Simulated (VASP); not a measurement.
Write the native input for VASP 6.6.1 that does the following.

* Task: single point
* Functional: PBE
* Potentials or basis: VASP PAW PBE potentials, release 64 (Ga_d, Sb)
* Cutoff: 500 eV
* k mesh: 5 × 5 × 5
* Occupations: gaussian, width 0.02 eV
* Spin: no spin polarisation
* Dipole correction: no
* Further INCAR settings: ALGO = Normal; EDIFF = 1e-06; NBANDS = 16

The structure of GaSb lies in POSCAR:

```
GaSb
1.0
    0.0000000000      3.1354750000      3.0590000000
    3.1354750000      0.0000000000      3.0590000000
    3.1354750000      3.1354750000      0.0000000000
Ga Sb
1 1
Direct
    0.0000000000      0.0000000000      0.0000000000
    0.2500000000      0.2500000000      0.2500000000
```

One way to write it, as run:

INCAR

```
SYSTEM = GaSb
ALGO = Normal ; EDIFF = 1E-6
ENCUT = 500 ; GGA = PE
GGA_COMPAT = .FALSE. ; ISIF = 2
ISMEAR = 0 ; LASPH = .TRUE.
LCHARG = .TRUE. ; LELF = .TRUE.
LREAL = .FALSE. ; LVHAR = .TRUE.
LWAVE = .FALSE. ; NBANDS = 16
NELM = 120 ; PREC = Accurate
SIGMA = 0.02
```

KPOINTS

```
k-points
0
G
  5 5 5
  0 0 0
```

Potentials or basis: VASP PAW PBE potentials, release 64 (Ga_d, Sb).

Run with:

```console
$ cat potpaw_PBE.64/Ga_d/POTCAR potpaw_PBE.64/Sb/POTCAR > POTCAR
$ mpirun -np 1 vasp_std > vasp.out
```

Results of the run:

The pressure is 0.2 GPa and the band gap on the k mesh is 0.13 eV, direct.

Caveat: spin-orbit coupling is left out, which moves the levels of the heavy elements.

Wall time 29 s on 1 thread of Intel Xeon 8259CL (shared host), peak memory 0.18 GiB.
